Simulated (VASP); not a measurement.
# As (P6_3/mmc) in VASP: notebook

The runs below take As through relaxation of cell and atoms, with LDA.

All numbers are computed with VASP 6.6.1; they aren't measurements. Logs are shortened: lines on timing, memory, paths and dates and some standing lists are left out, and cuts for length are marked.

### Step 1. The cell of the first run

Symmetry: P6_3/mmc, No. 194, hexagonal system. Conventional cell: a = 2.914 Å, b = 2.914 Å, c = 4.916 Å, α = 90.00°, β = 90.00°, γ = 120.00°. Within 3.8 Å of As (site symmetry -6m2) lie 12 As at 2.91 to 2.98 Å.

### Step 2. Relaxation of cell and atoms, LDA

File INCAR:

```
PREC = Accurate ; ENCUT = 600
EDIFF = 1E-7 ; ISMEAR = 1
SIGMA = 0.1 ; LREAL = F
LASPH = T ; NELM = 80
ALGO = Normal ; ISIF = 3
LWAVE = F ; LCHARG = F
IBRION = 2 ; NSW = 80
EDIFFG = -0.01
```

File KPOINTS:

```
Automatic mesh
0
Gamma
  8 8 4
```

File POSCAR:

```
As
1.0
    2.9139356811      0.0000000000      0.0000000000
   -1.4569678406      2.5235423248      0.0000000000
    0.0000000000      0.0000000000      4.9160840413
As
2
Direct
    0.3333333333      0.6666666667      0.2500000000
    0.6666666667      0.3333333333      0.7500000000
```

Potentials or basis: VASP PAW LDA potentials, release 64 (As).

On the command line:

```
cat potpaw_LDA.64/As/POTCAR > POTCAR
mpirun -np 1 vasp_std > vasp.out
```

OUTCAR:

```text
PREC = Accurate
   ENCUT = 600
   EDIFF = 1E-7
   ISMEAR = 1
   LREAL = F
   LASPH = T
   NELM = 80
   ISIF = 3
   IBRION = 2
   NSW = 80
   EDIFFG = -0.01

 ion  position               nearest neighbor table
   1  0.333  0.667  0.250-
   2  0.667  0.333  0.750-

  LATTYP: Found a hexagonal cell.
 ALAT       =     2.9139356811
 C/A-ratio  =     1.6870942187

  Lattice vectors:

 A1 = (   2.9139356811,   0.0000000000,   0.0000000000)
 A2 = (  -1.4569678406,   2.5235423248,   0.0000000000)
 A3 = (   0.0000000000,   0.0000000000,   4.9160840413)

Analysis of symmetry for initial positions (statically):
=====================================================================
 Subroutine PRICEL returns:
 Original cell was already a primitive cell.

 Routine SETGRP: Setting up the symmetry group for a
 hexagonal supercell.

 Subroutine GETGRP returns: Found 24 space group operations
 (whereof 12 operations were pure point group operations)
 out of a pool of 24 trial point group operations.

The static configuration has the point symmetry D_3d.
 The point group associated with its full space group is D_6h.

Analysis of symmetry for dynamics (positions and initial velocities):
=====================================================================
 Subroutine PRICEL returns:
 Original cell was already a primitive cell.

 Routine SETGRP: Setting up the symmetry group for a
 hexagonal supercell.

 Subroutine GETGRP returns: Found 24 space group operations
 (whereof 12 operations were pure point group operations)
 out of a pool of 24 trial point group operations.

The dynamic configuration has the point symmetry D_3d.
 The point group associated with its full space group is D_6h.

 Subroutine INISYM returns: Found 24 space group operations
 (whereof 12 operations are pure point group operations),
 and found     1 'primitive' translations

----------------------------------------------------------------------------------------

                                     Primitive cell

  volume of cell :      36.1501

  direct lattice vectors                    reciprocal lattice vectors
     2.913935681  0.000000000  0.000000000     0.343178474  0.198134184  0.000000000
    -1.456967841  2.523542325  0.000000000     0.000000000  0.396268369  0.000000000
     0.000000000  0.000000000  4.916084041     0.000000000  0.000000000  0.203413935

  length of vectors
     2.913935681  2.913935681  4.916084041     0.396268369  0.396268369  0.203413935

  position of ions in fractional coordinates (direct lattice)
     0.333333333  0.666666667  0.250000000
     0.666666667  0.333333333  0.750000000

  ion indices of the primitive-cell ions
   primitive index   ion index
                 1           1
                 2           2

----------------------------------------------------------------------------------------

 KPOINTS: Automatic mesh

Automatic generation of k-mesh.
 Grid dimensions read from file:
 generate k-points for:    8    8    4

 Generating k-lattice:

  Cartesian coordinates                     Fractional coordinates (reciprocal lattice)
     0.042897309  0.024766773  0.000000000     0.125000000  0.000000000  0.000000000
     0.000000000  0.049533546  0.000000000     0.000000000  0.125000000  0.000000000
     0.000000000  0.000000000  0.050853484     0.000000000  0.000000000  0.250000000

  Length of vectors
     0.049533546  0.049533546  0.050853484

  Shift w.r.t. Gamma in fractional coordinates (k-lattice)
     0.000000000  0.000000000  0.000000000

 Subroutine IBZKPT returns following result:
 ===========================================

 Found     30 irreducible k-points:

 Following reciprocal coordinates:
            Coordinates               Weight
  0.000000  0.000000  0.000000      1.000000
  0.125000  0.000000  0.000000      6.000000
  0.250000  0.000000  0.000000      6.000000
  0.375000  0.000000  0.000000      6.000000
  0.500000  0.000000  0.000000      3.000000
  0.125000  0.125000  0.000000      6.000000
[... 16 lines left out ...]
  0.250000  0.000000  0.500000      6.000000
  0.375000  0.000000  0.500000      6.000000
 [... further k-points ...]
   k-points           NKPTS =     30   k-points in BZ     NKDIM =     30   number of bands    NBANDS=      9
   number of dos      NEDOS =    301   number of ions     NIONS =      2
   total plane-waves  NPLWV =  23040
   dimension x,y,z NGX =    24 NGY =   24 NGZ =   40
   dimension x,y,z NGXF=    48 NGYF=   48 NGZF=   80
   ions per type =               2
   NGX,Y,Z   is equivalent  to a cutoff of  13.69, 13.69, 13.53 a.u.
   NGXF,Y,Z  is equivalent  to a cutoff of  27.38, 27.38, 27.05 a.u.
 SYSTEM =  unknown system
   PREC   = accura    normal or accurate (medium, high low for compatibility)
   ISTART =      0    job   : 0-new  1-cont  2-samecut
   ICHARG =      2    charge: 1-file 2-atom 10-const
   ISPIN  =      1    spin polarized calculation?
   LNONCOLLINEAR =      F non collinear calculations
   LSORBIT =      F    spin-orbit coupling
   LASPH  =      T    aspherical Exc in radial PAW
   ENCUT  =  600.0 eV  44.10 Ry    6.64 a.u.   5.82  5.82  9.82*2*pi/ulx,y,z
   NELM   =     80;   NELMIN=  2; NELMDL= -5     # of ELM steps
   EDIFF  = 0.1E-06   stopping-criterion for ELM
   LREAL  =      F    real-space projection
   EDIFFG = -.1E-01   stopping-criterion for IOM
   NSW    =     80    number of steps for IOM
   IBRION =      2    ionic relax: 0-MD 1-quasi-New 2-CG
   NFREE  =      1    steps in history (QN), initial steepest desc. (CG)
   ISIF   =      3    stress and relaxation
   ISYM   =      2    0-nonsym 1-usesym 2-fastsym
   POTIM  = 0.5000    time-step for ionic-motion
   TEBEG  =    0.0;   TEEND  =   0.0 temperature during run
   PSTRESS=    0.0 pullay stress
   NELECT =      10.0000    total number of electrons
   NUPDOWN=      -1.0000    fix difference up-down
   EMIN   =  10.00;   EMAX   =-10.00  energy-range for DOS
   EFERMI =   0.00;   METHOD = LEGACY
   ISMEAR =     1;   SIGMA  =   0.10  broadening in eV -4-tet -1-fermi 0-gaus
   EFERMI_NEDOS =   21; number of points for ismear=-14 and -15
   IALGO  =     38    algorithm
   IMIX   =      4    mixing-type and parameters
     AMIX     =   0.40;   BMIX     =  1.00
     AMIX_MAG =   1.60;   BMIX_MAG =  1.00
  volume/ion in A,a.u.               =      18.08       121.98
  Fermi-wavevector in a.u.,A,eV,Ry     =   1.066690  2.015752 15.481083  1.137828
  Thomas-Fermi vector in A             =   2.202282
   LORBIT       =      0    0 simple, 1 ext, 2 COOP (PROOUT), +10 PAW based schemes
   GGA     = CA    functional components
   LHFCALC =     F    Hartree Fock is set to
   AEXX    =    0.0000 exact exchange contribution
   IVDW    =     0    specifies the selected vdW correction
   LEPSILON=     F    determine dielectric tensor
   LRPA    =     F    only Hartree local field effects (RPA)
 conjugate gradient relaxation of ions
 non-spin polarized calculation
 Methfessel and Paxton  Order N= 1 SIGMA  =   0.10
  energy-cutoff  :      600.00
  volume of cell :       36.15
 maximum number of plane-waves:      1224
 NGX is ok and might be reduce to    24
   NGX = 11   NGY = 11   NGZ = 19

--------------------------------------- Ionic step        1  -------------------------------------------

 number of electron      10.0000000 magnetization

 number of electron       9.9999998 magnetization

 Free energy of the ion-electron system (eV)
  ---------------------------------------------------
  ext. energy  EPLUGINS =         0.00000000
  ---------------------------------------------------
  free energy    TOTEN  =        -9.85629876 eV

  energy without entropy =       -9.85580779  energy(sigma->0) =       -9.85613510

------------------------ aborting loop because EDIFF is reached ----------------------------------------

  FORCE on cell =-STRESS in cart. coord.  units (eV):
  Direction    XX          YY          ZZ          XY          YZ          ZX
  --------------------------------------------------------------------------------------
  -------------------------------------------------------------------------------------
  Total        0.1204422      0.1204422      0.0162629     -0.0000000      0.0000000      0.0000000
  in kB        5.3380112      5.3380112      0.7207746     -0.0000000      0.0000000      0.0000000
  external PRESSURE =       3.7989324 kB  Pullay stress =       0.0000000 kB

 VOLUME and BASIS-vectors are now :
 -----------------------------------------------------------------------------
  energy-cutoff  :      600.00
  volume of cell :       36.15
      direct lattice vectors                 reciprocal lattice vectors
     2.913935681  0.000000000  0.000000000     0.343178474  0.198134184  0.000000000
    -1.456967841  2.523542325  0.000000000     0.000000000  0.396268369  0.000000000
     0.000000000  0.000000000  4.916084041     0.000000000  0.000000000  0.203413935
[... 37 lines left out ...]
 POSITION                                       TOTAL-FORCE (eV/Angst)
 -----------------------------------------------------------------------------------
     -0.00000      1.68725      1.22950         0.000000      0.000000      0.000000
      1.46120      0.84362      3.68851        -0.000000     -0.000000      0.000000
 -----------------------------------------------------------------------------------
    total drift:                               -0.000000      0.000000      0.000000

  FREE ENERGIE OF THE ION-ELECTRON SYSTEM (eV)
  ---------------------------------------------------
  free  energy   TOTEN  =        -9.8564096013 eV

  energy  without entropy=       -9.8561587379  energy(sigma->0) =       -9.85632598

--------------------------------------- Ionic step        3  -------------------------------------------

 number of electron       9.9999998 magnetization

 Free energy of the ion-electron system (eV)
  ---------------------------------------------------
  ext. energy  EPLUGINS =         0.00000000
  ---------------------------------------------------
  free energy    TOTEN  =        -9.85650793 eV

  energy without entropy =       -9.85610767  energy(sigma->0) =       -9.85637451

 E-fermi :   7.1004     XC(G=0): -11.0988

 val. band max:        7.0919035102   @ k =   0.1250   0.1250   0.2500
 cond. band min:       7.3057589856   @ k =   0.2500   0.1250   0.2500
 fundamental gap:      0.2138554755
 Fermi energy:         7.1004257565

 k-point     1 :       0.0000    0.0000    0.0000
  band No.  band energies     occupation
      1      -8.4560      2.00000
      2      -4.1121      2.00000
      3      -0.0112      2.00000
      4      11.6982      0.00000
      5      11.6982      0.00000
      6      12.7643      0.00000
      7      13.3027      0.00000
      8      13.3027      0.00000
      9      17.4060      0.00000

 k-point     2 :       0.1250    0.0000    0.0000
  band No.  band energies     occupation
      1      -8.1076      2.00000
      2      -3.7972      2.00000
      3       0.3436      2.00000
      4       9.0298     -0.00000
      5      10.6937      0.00000
      6      11.6901      0.00000
      7      12.5537      0.00000
      8      13.2315      0.00000
      9      16.8855      0.00000
[... 253 lines left out ...]
 k-point    24 :       0.3750    0.0000    0.5000
  band No.  band energies     occupation
      1      -4.0952      2.00000
      2      -4.0952      2.00000
      3       2.5291      2.00000
      4       2.5291      2.00000
      5       8.3807     -0.00000
      6       8.3807     -0.00000
      7       9.5953      0.00000
      8       9.5953      0.00000
      9      14.4547      0.00000

 [... further k-points ...]

------------------------ aborting loop because EDIFF is reached ----------------------------------------

  FORCE on cell =-STRESS in cart. coord.  units (eV):
  Direction    XX          YY          ZZ          XY          YZ          ZX
  --------------------------------------------------------------------------------------
  -------------------------------------------------------------------------------------
  Total        0.0009628      0.0009628     -0.0076032     -0.0000000      0.0000000     -0.0000000
  in kB        0.0425167      0.0425167     -0.3357387     -0.0000000      0.0000000     -0.0000000
  external PRESSURE =      -0.0835684 kB  Pullay stress =       0.0000000 kB

 VOLUME and BASIS-vectors are now :
 -----------------------------------------------------------------------------
  energy-cutoff  :      600.00
  volume of cell :       36.28
      direct lattice vectors                 reciprocal lattice vectors
     2.918951940 -0.000000000  0.000000000     0.342588717  0.197793688  0.000000000
    -1.459475970  2.527886533  0.000000000     0.000000000  0.395587376  0.000000000
     0.000000000  0.000000000  4.917226760    -0.000000000 -0.000000000  0.203366664

 POSITION                                       TOTAL-FORCE (eV/Angst)
 -----------------------------------------------------------------------------------
     -0.00000      1.68526      1.22931         0.000000     -0.000000     -0.000000
      1.45948      0.84263      3.68792         0.000000      0.000000      0.000000
 -----------------------------------------------------------------------------------
    total drift:                               -0.000000      0.000000      0.000000

  FREE ENERGIE OF THE ION-ELECTRON SYSTEM (eV)
  ---------------------------------------------------
  free  energy   TOTEN  =        -9.8565079313 eV

  energy  without entropy=       -9.8561076696  energy(sigma->0) =       -9.85637451

 reached required accuracy - stopping structural energy minimisation
```

It took 29 s on 1 thread of AMD EPYC 7R13, shared host; peak memory 0.12 GiB.

What came out:

```
Free energy                            : -9.8565 eV
Relaxed volume                         : 18.14 Å³/atom
Relaxed cell                           : a = 2.919 Å, b = 2.919 Å, c = 4.917 Å, α = 90.00°, β = 90.00°, γ = 120.00°
Space group after relaxing (to 0.05 Å) : P6_3/mmc (No. 194)
Energy gained by relaxing              : 0.1 meV/atom
Ionic steps                            : 3
Pressure after relaxing                : 0.0 GPa
Band gap on the k mesh                 : zero (band 5 reaches 12.50 eV, above the bottom of band 6 at 4.06 eV)
```

The path:
| step | energy change (eV) | largest force (eV/Å) | pressure (GPa) | volume (Å³) |
| --- | --- | --- | --- | --- |
| 1 | 0.0000 | 0.0000 | 0.38 | 36.15 |
| 2 | -0.0001 | 0.0000 | -0.27 | 36.37 |
| 3 | -0.0002 | 0.0000 | -0.01 | 36.28 |

Final structure:
```yaml
crystal:
  lattice:
    - [2.91895, 0.00000, 0.00000]
    - [-1.45948, 2.52789, 0.00000]
    - [0.00000, 0.00000, 4.91723]
  atoms:
    - { symbol: As, position: [0.33333, 0.66667, 0.25000] }
    - { symbol: As, position: [0.66667, 0.33333, 0.75000] }
```

### Step 3. Relaxation of cell and atoms, LDA

This run uses another cell than the first one, of 21.48 Å³/atom, 1.188 times its volume.

File INCAR:

```
SYSTEM = As
PREC = Accurate ; ENCUT = 600
EDIFF = 1E-6 ; ISMEAR = 1
SIGMA = 0.1 ; LREAL = .False.
LASPH = .True. ; NELM = 60
ALGO = Normal ; ISIF = 3
LWAVE = .False. ; LCHARG = .False.
IBRION = 2 ; NSW = 80
EDIFFG = -0.01
```

File KPOINTS:

```
regular mesh
0
Gamma
  8 8 4
  0 0 0
```

File POSCAR:

```
As
1.0
    3.1200000000      0.0000000000      0.0000000000
   -1.5600000000      2.7019992598      0.0000000000
    0.0000000000      0.0000000000      5.0949600000
As
2
Direct
    0.3333333333      0.6666666667      0.2500000000
    0.6666666667      0.3333333333      0.7500000000
```

Potentials or basis: VASP PAW LDA potentials, release 64 (As).

On the command line:

```
cat potpaw_LDA.64/As/POTCAR > POTCAR
mpirun -np 1 vasp_std > vasp.out
```

Run time: 87 s. Hardware: 1 thread of AMD EPYC 7R13, shared host; peak memory 0.14 GiB.

The run converged. Its results:

```yaml
Free_energy: -9.8567 eV
Relaxed_volume: 18.14 Å³/atom
Relaxed_cell: a = 2.919 Å, b = 2.919 Å, c = 4.916 Å, α = 90.00°, β = 90.00°, γ = 120.00°
Space_group_after_relaxing_to_0.05_Å: P6_3/mmc (No. 194)
Energy_gained_by_relaxing: 140.8 meV/atom
Ionic_steps: 7
Pressure_after_relaxing: 0.0 GPa
Band_gap_on_the_k_mesh: zero (band 5 reaches 12.50 eV, above the bottom of band 6 at 4.06 eV)
```

The path:
```csv
step,energy change (eV),largest force (eV/Å),pressure (GPa),volume (Å³)
1,0.0000,0.0000,-10.81,42.95
2,-0.2470,0.0000,5.38,34.56
3,-0.2732,0.0000,0.27,36.21
4,-0.2732,0.0000,-0.07,36.34
5,-0.2812,0.0000,-0.07,36.29
6,-0.2815,0.0000,-0.02,36.28
7,-0.2816,0.0000,0.00,36.28
```

Final structure:
```
As
1.0
     2.91910    0.00000    0.00000
    -1.45955    2.52801    0.00000
     0.00000    0.00000    4.91604
As
2
Direct
  0.33333 0.66667 0.25000
  0.66667 0.33333 0.75000
```

Levels at points of the mesh, in eV from the Fermi level:
```
           k point  band 2  band 3  band 4  band 5  band 6  band 7
(0.00, 0.00, 0.00)  -11.21   -7.11    4.60    4.60    5.67    6.20
(0.50, 0.00, 0.00)   -9.49   -5.35   -3.91   -2.61   -0.19    0.86
(0.00, 0.00, 0.50)  -14.12   -1.37   -1.37    5.40    5.40    5.40
(0.50, 0.00, 0.50)   -9.95   -6.44   -6.44    1.95    1.95    2.17
```

Caveat: the volume moved by over 15 % at a fixed basis, so the end points are rough.
